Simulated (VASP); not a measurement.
Runs of VASP 6.6.1 on Na. The structure is that of space group Fm-3m (No. 225), or close to it. The cells are those of the table. This isn't the form of Na at room conditions, which is bcc.

| task | cell | k mesh | cutoff (eV) | gap on the mesh (eV) | pressure (GPa) | relaxed volume (Å³/atom) |
| --- | --- | --- | --- | --- | --- | --- |
| relaxation of cell and atoms | relaxed from a = 3.699 Å, angles 60.0°, 1 atom | 14 × 14 × 14 | 600 | none | 0.0 | 37.02 |
| relaxation of cell and atoms | relaxed from a = 3.219 Å, angles 60.0°, 1 atom | 8 × 8 × 8 | 500 | none | 0.2 | (a) |
| single point | a = 3.219 Å, angles 60.0°, 1 atom | 6 × 6 × 6 | 500 | none | 8.0 | - |
| single point | a = 3.699 Å, angles 60.0°, 1 atom | 8 × 8 × 8 | 500 | none | 0.2 | - |

Alike in all rows: level PBE; potentials or basis VASP PAW PBE potentials, release 64 (Na_pv); no spin polarisation; smearing gaussian 0.1 eV.

Question: Estimate the missing entries.

Answer: (a) 35.47.

Caveats: some runs use coarse meshes; the volume moved by over 15 % at a fixed basis, so the end points are rough (at least some runs).

A gap of «none» marks levels without a gap at the run's occupations.
